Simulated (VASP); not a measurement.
SnSe: electric field gradients with PBEsol

SnSe:

```xyz
2
Lattice="0.0000 3.0695 3.0695 3.0695 0.0000 3.0695 3.0695 3.0695 0.0000" Properties=species:S:1:pos:R:3 pbc="T T T"
Sn    0.0000    0.0000    0.0000
Se    3.0695    3.0695    3.0695
```

This cell differs from its parent crystal: volume scaled by 1.06.

```yaml
Program: VASP 6.6.1
Task: electric field gradients
Functional: PBEsol
Potentials_or_basis: VASP PAW PBE potentials, release 64 (Sn_d, Se)
Cutoff: 520 eV
k_mesh: 11 × 11 × 11
Occupations: fermi-dirac, width 0.05 eV
Spin: no spin polarisation
Dipole_correction: no
Further_INCAR_settings: ALGO = Normal; EDIFF = 1e-08; NBANDS = 17
```

The pressure is -4.3 GPa.

Levels at points of the mesh, in eV from the Fermi level:
```tsv
k point	band 8	band 9	band 10	band 11	band 12	band 13
(0.00, 0.00, 0.00)	-2.14	-2.14	-2.14	3.94	3.94	3.94
```

Wall time 49 s on 1 thread of Intel Xeon 8259CL, on a shared host, peak memory 0.21 GiB.

Caveat: this odd mesh misses L, where the gap lies, so gap, dielectric constants and Born charges aren't listed; without QUAD_EFG the Cq values of the log hold for a quadrupole moment of 1 mb, not for the nuclei; the PAW data sets were made with another functional, which shifts forces and pressure a little; spin-orbit coupling is left out, which moves the levels of the heavy elements.
